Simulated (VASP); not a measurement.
The system is BaTiO3.

```
Ba Ti O
1.0
     4.00600    0.00000    0.00000
     0.00000    4.00600    0.00000
     0.00000    0.00000    4.00600
Ba Ti O
1 1 3
Cartesian
  2.0030 2.0030 2.0030
  0.0000 0.0000 0.0000
  0.0000 0.0000 2.0030
  0.0000 2.0030 0.0000
  2.0030 0.0000 0.0000
```

Program: VASP 6.6.1. Alike in all runs: task single point; no spin polarisation; cell as given.

Q: Order these runs on this cell by their pressure, lowest first.
A. level HSE06; potentials or basis VASP PAW PBE potentials, release 64 (Ba_sv, Ti_sv, O); k mesh 4 × 4 × 4; cutoff (eV) 520; smearing gaussian 0.01 eV; grid for exact exchange (PRECFOCK) Fast; share of exact exchange 0.25; screening parameter 0.2079 1/Å
B. level LDA; potentials or basis VASP PAW LDA potentials, release 64 (Ba_sv, Ti_sv, O); k mesh 7 × 7 × 7; cutoff (eV) 520; smearing fermi-dirac 0.05 eV
C. level r2SCAN; potentials or basis VASP PAW PBE potentials, release 64 (Ba_sv, Ti_sv, O_h); k mesh 6 × 6 × 6; cutoff (eV) 910; smearing gaussian 0.01 eV
D. level PBEsol+U; potentials or basis VASP PAW PBE potentials, release 64 (Ba_sv, Ti_sv, O_h); U Ti d U = 6.0 eV; k mesh 7 × 7 × 7; cutoff (eV) 910; smearing fermi-dirac 0.05 eV

A: B (-7.3 GPa), A (-2.2 GPa), C (0.1 GPa), D (1.8 GPa).

Caveats: the PAW data sets were made with another functional, which shifts forces and pressure a little (at least some runs); the cutoff is under 1.25 times the usual one of these potentials, so pressure, stress and relaxed cells hold a basis-set (Pulay) error (at least some runs); the cell stands under tension (at least some runs).
